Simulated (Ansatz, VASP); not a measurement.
**One calculation of BAs, two programs**

```xyz
2
Lattice="0.0000 2.4756 2.3919 2.3919 0.0000 2.3919 2.3919 2.4756 0.0000" Properties=species:S:1:pos:R:3 pbc="T T T"
B     0.0000    0.0000    0.0000
As    3.5879    3.7135    3.5879
```

Change from the starting cell: strain +0.0350 x Voigt [0, 1, 0, 0, 0, 0], atoms carried along.

Alike in both runs: task single point; functional r2SCAN; k mesh 10 × 10 × 10; occupations gaussian, width 0.05 eV; no spin polarisation.

|  | VASP | Ansatz |
| --- | --- | --- |
| version | VASP 6.6.1 | Ansatz 0.2.0 |
| potentials or method | VASP PAW PBE potentials, release 64 (B, As), cutoff 520 eV | scalar-relativistic, plane waves, PAW |
| valence electrons in the cell | 8 | 18 |

VASP gave:

```
gap on the k mesh at the Fermi level (eV)                     : 1.14
least direct gap on the mesh (eV)                             : 3.21
pressure (GPa)                                                : -4.3
traceless stress, the component that is largest in VASP (GPa) : -5.18
```

Task: Which values does Ansatz return?

Result: gap on the k mesh at the Fermi level (eV): 1.14; least direct gap on the mesh (eV): 3.21; pressure (GPa): -4.5; traceless stress, the component that is largest in VASP (GPa): -5.18.

VASP's potentials were made for PBE, not for r2SCAN. VASP's potentials hold 8 valence electrons a cell and Ansatz's 18, so a difference there can come from the potentials and not from the codes.
